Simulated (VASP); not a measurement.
Runs of VASP 6.6.1 on Sb. The structure is that of space group Pm-3m (No. 221), or close to it. The cells are those of the table. This isn't the form of Sb at room conditions, which is rhombohedral.

| cell | gap on the mesh (eV) | pressure (GPa) |
| --- | --- | --- |
| a = 3.413 Å, 1 atom | none | (a) |
| a = 3.286 Å, 1 atom | none | -7.5 |
| a = 3.413, b = 3.413, c = 3.286 Å, 1 atom | none | -8.7 |
| a = 2.907, b = 2.907, c = 3.034 Å, 1 atom | none | 11.8 |
| a = 2.907 Å, 1 atom | none | (b) |
| a = 3.286, b = 3.286, c = 3.160 Å, 1 atom | none | -6.4 |
| a = 3.034, b = 3.034, c = 2.907 Å, 1 atom | none | 7.6 |
| a = 3.034 Å, 1 atom | none | 3.6 |

Alike in all rows: task single point; level r2SCAN; potentials or basis VASP PAW PBE potentials, release 64 (Sb); no spin polarisation; k mesh 16 × 16 × 16; cutoff (eV) 520; smearing gaussian 0.15 eV.

**Question.** Estimate the missing entries.

**Answer.** (a) -9.1; (b) 16.4.

Caveats: the PAW data sets were made with another functional, which shifts forces and pressure a little; spin-orbit coupling is left out, which moves the levels of the heavy elements; the cell stands under tension (at least some runs); the cell stands under pressure (at least some runs).

A k mesh can miss the band edges, and the runs leave out spin-orbit coupling on Sb.

A gap of «none» marks levels without a gap at the run's occupations.
